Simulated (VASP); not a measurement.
Input of a VASP 6.6.1 run:

INCAR

```
ALGO     = Normal         # electronic algorithm
EDIFF    = 1E-6           # SCF threshold, eV
ENCUT    = 500            # plane-wave cutoff, eV
GGA_COMPAT= F            
ISIF     = 2              # what is computed and relaxed
ISMEAR   = -1             # smearing method
LASPH    = T              # aspherical terms in the spheres
LCHARG   = T              # write CHGCAR
LELF     = T              # ELF
LREAL    = F              # projectors in reciprocal space
LVHAR    = T            
LWAVE    = F              # write WAVECAR
NBANDS   = 15             # bands
NELM     = 120            # most SCF steps
PREC     = Accurate       # precision mode
SIGMA    = 0.05           # smearing width, eV
```

KPOINTS

```
k-points
0
Gamma
  7 7 7
```

File POSCAR:

```
Al2Pt
1.0
    0.0000000000      2.9268249128      2.9268249128
    2.9268249128      0.0000000000      2.9268249128
    2.9268249128      2.9268249128      0.0000000000
Al Pt
2 1
Direct
    0.2500000000      0.2500000000      0.2500000000
    0.7500000000      0.7500000000      0.7500000000
    0.0000000000      0.0000000000      0.0000000000
```

Potentials or basis: VASP PAW LDA potentials, release 64 (Al, Pt).

Launch:

```sh
$ cat potpaw_LDA.64/Al/POTCAR potpaw_LDA.64/Pt/POTCAR > POTCAR
$ mpirun -np 1 vasp_std > vasp.out
```

(1) What does it give for the pressure?

(2) Predict the band gap on the k mesh.

## Answers

(1) 0.4 GPa.

(2) zero (band 8 reaches 11.90 eV, above the bottom of band 9 at 6.65 eV).

Caveat: spin-orbit coupling is left out, which moves the levels of the heavy elements.
